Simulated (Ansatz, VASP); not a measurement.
## CdS in VASP and in Ansatz

Contents of INCAR:

```
PREC = Accurate
ENCUT = 520
EDIFF = 1E-8
ISMEAR = -1
SIGMA = 0.02
LREAL = False
LASPH = True
NELM = 100
ALGO = Normal
ISIF = 2
LWAVE = False
LCHARG = False
LEFG = True
NBANDS = 26
```

KPOINTS

```
Automatic mesh
0
Gamma
  8 8 4
```

Contents of POSCAR:

```
CdS
1.0
    4.1761471954      0.0000000000      0.0000000000
   -2.0880735977      3.6166495612      0.0000000000
    0.0000000000      0.0000000000      6.7490000000
Cd S
2 2
Direct
    0.3333333333      0.6666666667      0.0000000000
    0.6666666667      0.3333333333      0.5000000000
    0.3333333333      0.6666666667      0.3850000000
    0.6666666667      0.3333333333      0.8850000000
```

Input for Ansatz:

```yaml
crystal:
  lattice:
    - [4.1761471954, 0.0, 0.0]
    - [-2.0880735977, 3.6166495612, 0.0]
    - [0.0, 0.0, 6.749]
  atoms:
    - { symbol: Cd, position: [0.3333333333, 0.6666666667, 0.0] }
    - { symbol: Cd, position: [0.6666666667, 0.3333333333, 0.5] }
    - { symbol: S, position: [0.3333333333, 0.6666666667, 0.385] }
    - { symbol: S, position: [0.6666666667, 0.3333333333, 0.885] }
kpoints:
  mp_grid: { grid: [8, 8, 4] }
scf:
  occupations: { method: fermi_dirac, width: 0.02 }
hamiltonian:
  xc: lda
  pseudopotentials: { kind: all_electron, datasets: crystal }
output:
  forces: true
  stress: true
  eigenvalues: true
  efg: { contact_densities: true }
```

Change from the starting cell: equal xx and yy strain of +1 %, crystal datasets.

Alike in both runs: task electric field gradients; functional LDA; k mesh 8 × 8 × 4; occupations fermi-dirac, width 0.02 eV; no spin polarisation.

```csv
,VASP,Ansatz
version,VASP 6.6.1,Ansatz 0.2.0
potentials or method,"VASP PAW LDA potentials, release 64 (Cd, S), cutoff 520 eV","all-electron PAW with datasets made for the crystal, scalar-relativistic"
```

|  | VASP | Ansatz | Ansatz less VASP |
| --- | --- | --- | --- |
| gap on the k mesh at the Fermi level (eV) | 0.93 | 0.91 | -0.028 |
| pressure (GPa) | -3.4 | -3.8 | -0.40 |
| traceless stress, the component that is largest in VASP (GPa) | -0.54 | -0.49 | +0.052 |
| rms of the force components (eV/Å) | 0.105 | 0.101 | -0.0038 |
| size of Vzz on the site where it differs most (V/Å²) | 27.2 | 23.8 | -3.36 |

LDA's correlation is that of Perdew and Zunger in VASP and of Perdew and Wang (1992) in Ansatz. Atom by atom the forces differ by 0.004 eV/Å (rms over components). Ansatz ran all-electron here, and VASP with PAW potentials.
